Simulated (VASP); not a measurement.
# Pt (I4/mmm) in VASP: single point with PBE

Aim: the single point of Pt with PBE.

Everything below comes from runs of VASP 6.6.1. Logs are shortened: lines on timing, memory, paths and dates and some standing lists are left out, and cuts for length are marked.

## 1. The cell of the first run

It takes space group I4/mmm (No. 139, tetragonal). The conventional cell has a = 3.401 Å, b = 3.401 Å, c = 2.736 Å, α = 90.00°, β = 90.00°, γ = 90.00°. Within 3.6 Å of Pt (site symmetry 4/mmm) lie 14 Pt at 2.74 to 3.40 Å.

## 2. Single point, PBE

POSCAR reads:

```
Pt
1.0
   -1.7002776474      1.7002776474      1.3679438530
    1.7002776474     -1.7002776474      1.3679438530
    1.7002776474      1.7002776474     -1.3679438530
Pt
1
Direct
    0.0000000000      0.0000000000      0.0000000000
```

INCAR.step1 reads:

```
  ALGO = Fast
  EDIFF = 1E-7
  ENCUT = 520
  GGA = PE
  ISIF = 2
  ISMEAR = 0
  LASPH = T
  LCHARG = T
  LMAXMIX = 4
  LREAL = F
  LWAVE = F
  NBANDS = 11
  NELM = 100
  PREC = Accurate
  SIGMA = 0.1
```

KPOINTS.step1 reads:

```
k-points
0
Gamma
  26 26 26
```

INCAR.step2 reads:

```
  ALGO = Fast
  EDIFF = 1E-7
  ENCUT = 520
  GGA = PE
  ICHARG = 11
  ISIF = 2
  ISMEAR = -5
  LASPH = T
  LCHARG = F
  LMAXMIX = 4
  LORBIT = 11
  LREAL = F
  LWAVE = F
  NBANDS = 11
  NEDOS = 1001
  NELM = 100
  PREC = Accurate
  SIGMA = 0.1
```

KPOINTS.step2 reads:

```
k-points
0
Gamma
  39 39 39
```

Potentials or basis: VASP PAW PBE potentials, release 64 (Pt).

The run is started by

```bash
cat potpaw_PBE.64/Pt/POTCAR > POTCAR
cp INCAR.step1 INCAR
cp KPOINTS.step1 KPOINTS
mpirun -np 1 vasp_std > vasp.out
cp INCAR.step2 INCAR
cp KPOINTS.step2 KPOINTS
mpirun -np 1 vasp_std > vasp.out
```

OUTCAR:

```text
EDIFF = 1E-7
   ENCUT = 520
   GGA = PE
   ICHARG = 11
   ISIF = 2
   ISMEAR = -5
   LASPH = T
   LORBIT = 11
   LREAL = F
   NELM = 100
   PREC = Accurate

 ion  position               nearest neighbor table
   1  0.000  0.000  0.000-

  LATTYP: Found a body centered tetragonal cell.
 ALAT       =     3.4005552948
 C/A-ratio  =     0.8045414554

  Lattice vectors:

 A1 = (  -1.7002776474,   1.7002776474,   1.3679438530)
 A2 = (   1.7002776474,  -1.7002776474,   1.3679438530)
 A3 = (   1.7002776474,   1.7002776474,  -1.3679438530)

Analysis of symmetry for initial positions (statically):
=====================================================================
 Subroutine PRICEL returns:
 Original cell was already a primitive cell.

 Routine SETGRP: Setting up the symmetry group for a
 body centered tetragonal supercell.

 Subroutine GETGRP returns: Found 16 space group operations
 (whereof 16 operations were pure point group operations)
 out of a pool of 16 trial point group operations.

The static configuration has the point symmetry D_4h.

Analysis of symmetry for dynamics (positions and initial velocities):
=====================================================================
 Subroutine PRICEL returns:
 Original cell was already a primitive cell.

 Routine SETGRP: Setting up the symmetry group for a
 body centered tetragonal supercell.

 Subroutine GETGRP returns: Found 16 space group operations
 (whereof 16 operations were pure point group operations)
 out of a pool of 16 trial point group operations.

The dynamic configuration has the point symmetry D_4h.

 Subroutine INISYM returns: Found 16 space group operations
 (whereof 16 operations are pure point group operations),
 and found     1 'primitive' translations

----------------------------------------------------------------------------------------

                                     Primitive cell

  volume of cell :      15.8186

  direct lattice vectors                    reciprocal lattice vectors
    -1.700277647  1.700277647  1.367943853     0.000000000  0.294069619  0.365512078
     1.700277647 -1.700277647  1.367943853     0.294069619  0.000000000  0.365512078
     1.700277647  1.700277647 -1.367943853     0.294069619  0.294069619  0.000000000

  length of vectors
     2.766434265  2.766434265  2.766434265     0.469122606  0.469122606  0.415877244

  position of ions in fractional coordinates (direct lattice)
     0.000000000  0.000000000  0.000000000

  ion indices of the primitive-cell ions
   primitive index   ion index
                 1           1

----------------------------------------------------------------------------------------

 KPOINTS: k-points

Automatic generation of k-mesh.
 Grid dimensions read from file:
 generate k-points for:   39   39   39

 Generating k-lattice:

  Cartesian coordinates                     Fractional coordinates (reciprocal lattice)
     0.000000000  0.007540247  0.009372105     0.025641026  0.000000000  0.000000000
     0.007540247  0.000000000  0.009372105     0.000000000  0.025641026  0.000000000
     0.007540247  0.007540247  0.000000000     0.000000000  0.000000000  0.025641026

  Length of vectors
     0.012028785  0.012028785  0.010663519

  Shift w.r.t. Gamma in fractional coordinates (k-lattice)
     0.000000000  0.000000000  0.000000000

 TETIRR: Found 146595 inequivalent tetrahedra from   355914

 Subroutine IBZKPT returns following result:
 ===========================================

 Found   4200 irreducible k-points:

 Following reciprocal coordinates:
            Coordinates               Weight
  0.000000  0.000000  0.000000      1.000000
  0.025641  0.000000  0.000000      8.000000
  0.051282  0.000000 -0.000000      8.000000
  0.076923  0.000000  0.000000      8.000000
  0.102564  0.000000 -0.000000      8.000000
  0.128205  0.000000  0.000000      8.000000
[... 16 lines left out ...]
  0.076923  0.025641 -0.000000     16.000000
  0.102564  0.025641 -0.000000     16.000000
 [... further k-points ...]
   k-points           NKPTS =   4200   k-points in BZ     NKDIM =   4200   number of bands    NBANDS=     11
   number of dos      NEDOS =   1001   number of ions     NIONS =      1
   total plane-waves  NPLWV =  13824
   dimension x,y,z NGX =    24 NGY =   24 NGZ =   24
   dimension x,y,z NGXF=    48 NGYF=   48 NGZF=   48
   ions per type =               1
   NGX,Y,Z   is equivalent  to a cutoff of  14.42, 14.42, 14.42 a.u.
   NGXF,Y,Z  is equivalent  to a cutoff of  28.85, 28.85, 28.85 a.u.
 SYSTEM =  unknown system
   PREC   = accura    normal or accurate (medium, high low for compatibility)
   ISTART =      0    job   : 0-new  1-cont  2-samecut
   ICHARG =     11    charge: 1-file 2-atom 10-const
   ISPIN  =      1    spin polarized calculation?
   LNONCOLLINEAR =      F non collinear calculations
   LSORBIT =      F    spin-orbit coupling
   LASPH  =      T    aspherical Exc in radial PAW
   ENCUT  =  520.0 eV  38.22 Ry    6.18 a.u.   5.14  5.14  5.14*2*pi/ulx,y,z
   NELM   =    100;   NELMIN=  2; NELMDL=  0     # of ELM steps
   EDIFF  = 0.1E-06   stopping-criterion for ELM
   LREAL  =      F    real-space projection
   EDIFFG = 0.1E-05   stopping-criterion for IOM
   NSW    =      0    number of steps for IOM
   IBRION =     -1    ionic relax: 0-MD 1-quasi-New 2-CG
   NFREE  =      0    steps in history (QN), initial steepest desc. (CG)
   ISIF   =      2    stress and relaxation
   ISYM   =      2    0-nonsym 1-usesym 2-fastsym
   POTIM  = 0.5000    time-step for ionic-motion
   TEBEG  =    0.0;   TEEND  =   0.0 temperature during run
   PSTRESS=    0.0 pullay stress
   NELECT =      10.0000    total number of electrons
   NUPDOWN=      -1.0000    fix difference up-down
   EMIN   =  10.00;   EMAX   =-10.00  energy-range for DOS
   EFERMI =   0.00;   METHOD = LEGACY
   ISMEAR =    -5;   SIGMA  =   0.10  broadening in eV -4-tet -1-fermi 0-gaus
   EFERMI_NEDOS =   21; number of points for ismear=-14 and -15
   IALGO  =     68    algorithm
   IMIX   =      4    mixing-type and parameters
     AMIX     =   0.40;   BMIX     =  1.00
     AMIX_MAG =   1.60;   BMIX_MAG =  1.00
  volume/ion in A,a.u.               =      15.82       106.75
  Fermi-wavevector in a.u.,A,eV,Ry     =   1.405030  2.655121 26.859377  1.974109
  Thomas-Fermi vector in A             =   2.527532
   LORBIT       =     11    0 simple, 1 ext, 2 COOP (PROOUT), +10 PAW based schemes
   GGA     = PE    functional components
   LHFCALC =     F    Hartree Fock is set to
   AEXX    =    0.0000 exact exchange contribution
   IVDW    =     0    specifies the selected vdW correction
   LEPSILON=     F    determine dielectric tensor
   LRPA    =     F    only Hartree local field effects (RPA)
 non-spin polarized calculation
 RMM-DIIS sequential band-by-band and
 Fermi weights with tetrahedron method with Bloechl corrections
  energy-cutoff  :      520.00
  volume of cell :       15.82
 maximum number of plane-waves:       436
 NGX is ok and might be reduce to    24

 number of electron      10.0000001 magnetization

 Free energy of the ion-electron system (eV)
  ---------------------------------------------------
  ext. energy  EPLUGINS =         0.00000000
  ---------------------------------------------------
  free energy    TOTEN  =        -6.09128875 eV

  energy without entropy =       -6.09128875  energy(sigma->0) =       -6.09128875

 E-fermi :  10.3348     XC(G=0): -13.1906

 val. band max:       10.3734832613   @ k =  -0.4103   0.4103   0.1282
 cond. band min:      10.3004731351   @ k =  -0.3846   0.3846   0.1538
 fundamental gap:     -0.0730101261
 Fermi energy:        10.3347986912

 k-point     1 :       0.0000    0.0000    0.0000
  band No.  band energies     occupation
      1       0.6797      2.00000
      2       5.6547      2.00000
      3       7.2727      2.00000
      4       7.6749      2.00000
      5       7.6749      2.00000
      6       9.9700      2.00000
      7      25.8925      0.00000
      8      25.8925      0.00000
      9      31.0367      0.00000
     10      35.2074      0.00000
     11      35.3451      0.00000

 k-point     2 :       0.0256    0.0000    0.0000
  band No.  band energies     occupation
      1       0.7099      2.00000
      2       5.6651      2.00000
      3       7.2837      2.00000
      4       7.6658      2.00000
      5       7.6679      2.00000
      6       9.9563      2.00000
      7      25.9301      0.00000
      8      25.9389      0.00000
      9      30.9722      0.00000
     10      34.8081      0.00000
     11      35.1734      0.00000

 k-point     3 :       0.0513    0.0000   -0.0000
  band No.  band energies     occupation
      1       0.8003      2.00000
      2       5.6948      2.00000
      3       7.3111      2.00000
      4       7.6447      2.00000
      5       7.6492      2.00000
      6       9.9166      2.00000
      7      26.0394      0.00000
      8      26.0768      0.00000
      9      30.7715      0.00000
     10      34.1720      0.00000
     11      35.0361      0.00000

 k-point     4 :       0.0769    0.0000    0.0000
  band No.  band energies     occupation
      1       0.9494      2.00000
      2       5.7381      2.00000
      3       7.3312      2.00000
      4       7.6262      2.00000
      5       7.6364      2.00000
      6       9.8545      2.00000
      7      26.2087      0.00000
      8      26.3023      0.00000
      9      30.4210      0.00000
     10      33.6241      0.00000
     11      34.8062      0.00000
[... 239 lines left out ...]
 k-point    22 :       0.0513    0.0256    0.0000
  band No.  band energies     occupation
      1       0.9047      2.00000
      2       5.7309      2.00000
      3       7.3685      2.00000
      4       7.5725      2.00000
      5       7.6434      2.00000
      6       9.8680      2.00000
      7      26.2038      0.00000
      8      26.2819      0.00000
      9      30.4332      0.00000
     10      34.0943      0.00000
     11      34.8216      0.00000

 k-point    23 :       0.0769    0.0256   -0.0000
  band No.  band energies     occupation
      1       1.0887      2.00000
      2       5.7805      2.00000
      3       7.3663      2.00000
      4       7.5345      2.00000
      5       7.6779      2.00000
      6       9.7917      2.00000
      7      26.4241      0.00000
      8      26.5783      0.00000
      9      29.9974      0.00000
     10      33.5800      0.00000
     11      34.6273      0.00000

 k-point    24 :       0.1026    0.0256   -0.0000
  band No.  band energies     occupation
      1       1.3262      2.00000
      2       5.8261      2.00000
      3       7.2899      2.00000
      4       7.5305      2.00000
      5       7.7837      2.00000
      6       9.7013      2.00000
      7      26.6642      0.00000
      8      26.9494      0.00000
      9      29.4669      0.00000
     10      33.1814      0.00000
     11      34.3014      0.00000

 [... further k-points ...]
[... 5 lines left out ...]
  --------------------------------------------------------------------------------------
  -------------------------------------------------------------------------------------
  Total       -0.0654553     -0.0654553     -0.0673876      0.0000000     -0.0000000     -0.0000000
  in kB       -6.6296015     -6.6296015     -6.8253167      0.0000000     -0.0000000     -0.0000000
  external PRESSURE =      -6.6948399 kB  Pullay stress =       0.0000000 kB

 VOLUME and BASIS-vectors are now :
 -----------------------------------------------------------------------------
  energy-cutoff  :      520.00
  volume of cell :       15.82
      direct lattice vectors                 reciprocal lattice vectors
    -1.700277647  1.700277647  1.367943853     0.000000000  0.294069619  0.365512078
     1.700277647 -1.700277647  1.367943853     0.294069619  0.000000000  0.365512078
     1.700277647  1.700277647 -1.367943853     0.294069619  0.294069619  0.000000000

 POSITION                                       TOTAL-FORCE (eV/Angst)
 -----------------------------------------------------------------------------------
      0.00000      0.00000      0.00000        -0.000000     -0.000000      0.000000
 -----------------------------------------------------------------------------------
    total drift:                                0.000000     -0.000000      0.000000

  FREE ENERGIE OF THE ION-ELECTRON SYSTEM (eV)
  ---------------------------------------------------
  free  energy   TOTEN  =        -6.0912887453 eV

  energy  without entropy=       -6.0912887453  energy(sigma->0) =       -6.09128875

 total charge

# of ion       s       p       d       tot
------------------------------------------
    1        0.640   0.566   8.012   9.218
```

Wall time 19 min (1 thread of AMD EPYC 7R43 (Zen 3), shared host); peak memory 1 GiB.

What came out:

```
Valence electrons inside the program's atomic spheres : Pt 9.22
```

Caveat: spin-orbit coupling is left out, which moves the levels of the heavy elements; tetrahedron occupations give inexact forces and stress in metals.
